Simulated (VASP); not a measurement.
Crystal: BAs2.

```
CELL_PARAMETERS angstrom
3.65995 0.00000 0.00000
-1.82998 3.16961 0.00000
0.00000 0.00000 4.65865
ATOMIC_POSITIONS crystal
B 0.00000 0.00000 0.00000
As 0.33333 0.66667 0.50000
As 0.66667 0.33333 0.50000
```

* Program: VASP 6.6.1
* Task: relaxation of cell and atoms
* Functional: PBE
* Potentials or basis: VASP PAW PBE potentials, release 64 (B, As)
* Cutoff: 600 eV
* k mesh: 6 × 6 × 4
* Occupations: gaussian, width 0.1 eV
* Spin: no spin polarisation

At the start: pressure 34.6 GPa; volume 18.01 Å³/atom.

Q: Where does the relaxation end?

A: Over 15 steps the energy falls by 1535.4 meV/atom and the volume is 16.44 Å³/atom (-8.7 %); space group P6/mmm (No. 191, to 0.05 Å).

The path:
```tsv
step	energy change (eV)	largest force (eV/Å)	pressure (GPa)	volume (Å³)
1	0.0000	0.0000	34.56	54.04
2	-2.6235	0.0000	-8.62	87.82
3	-3.1041	0.0000	-2.90	74.93
4	-3.1036	0.0000	-2.57	74.49
5	-3.2851	0.0000	-2.84	70.84
6	-3.8385	0.0000	-3.12	59.78
7	-2.2952	0.0000	46.40	37.19
8	-3.9333	0.0000	-2.88	57.64
9	-4.5609	0.0000	3.98	47.48
10	-4.5440	0.0000	6.50	46.09
11	-4.5619	0.0000	4.92	46.93
12	-4.3655	0.0000	-0.24	48.89
13	-4.5832	0.0000	3.67	47.35
14	-4.5931	0.0000	-2.31	50.93
15	-4.6063	0.0000	0.07	49.33
```

Final structure:
```
CELL_PARAMETERS angstrom
4.48685 0.00000 0.00000
-2.24343 3.88573 0.00000
0.00000 0.00000 2.82945
ATOMIC_POSITIONS crystal
B 0.00000 0.00000 0.00000
As 0.33333 0.66667 0.50000
As 0.66667 0.33333 0.50000
```
